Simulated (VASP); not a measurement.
A run of VASP 6.6.1 is set up as follows.

Contents of INCAR:

```
PREC = Accurate ; ENCUT = 520
EDIFF = 1E-6 ; ISMEAR = -1
SIGMA = 0.02 ; LREAL = False
LASPH = True ; NELM = 60
ALGO = Normal ; ISIF = 2
LWAVE = False ; LCHARG = False
GGA = PE ; NBANDS = 96
KPAR = 4
```

File KPOINTS:

```
regular mesh
0
Gamma
  8 8 7
```

Contents of POSCAR:

```
Ge
1.0
    5.9300000000      0.0000000000      0.0000000000
    0.0000000000      5.9300000000      0.0000000000
    0.0000000000      0.0000000000      6.9800000000
Ge
12
Direct
    0.0898950494      0.0898950494      0.0000000000
    0.4101049506      0.5898950494      0.7500000000
    0.9101049506      0.9101049506      0.5000000000
    0.5898950494      0.4101049506      0.2500000000
    0.1723421967      0.3691194156      0.2595022721
    0.1308805844      0.6723421967      0.0095022721
    0.8276578033      0.6308805844      0.7595022721
    0.8691194156      0.3276578033      0.5095022721
    0.6723421967      0.1308805844     -0.0095022721
    0.6308805844      0.8276578033      0.2404977279
    0.3276578033      0.8691194156      0.4904977279
    0.3691194156      0.1723421967      0.7404977279
```

Potentials or basis: VASP PAW PBE potentials, release 64 (Ge_d).

The run is started by

```bash
$ cat potpaw_PBE.64/Ge_d/POTCAR > POTCAR
$ mpirun -np 4 vasp_std > vasp.out
```

Task: Estimate the band gap on the k mesh.

Result: 0.56 eV.

Task: Estimate the pressure.

Result: 2.9 GPa.

Task: What does it give for the largest force?

Result: 0.011 eV/Å.

Forces on the atoms (eV/Å):
```
Ge  -0.001 -0.001  0.000
Ge   0.001 -0.001  0.000
Ge   0.001  0.001  0.000
Ge  -0.001  0.001  0.000
Ge   0.010 -0.006 -0.001
Ge   0.006  0.010 -0.001
Ge  -0.010  0.006 -0.001
Ge  -0.006 -0.010 -0.001
Ge   0.010  0.006  0.001
Ge   0.006 -0.010  0.001
Ge  -0.010 -0.006  0.001
Ge  -0.006  0.010  0.001
```

A k mesh can miss the band edges.
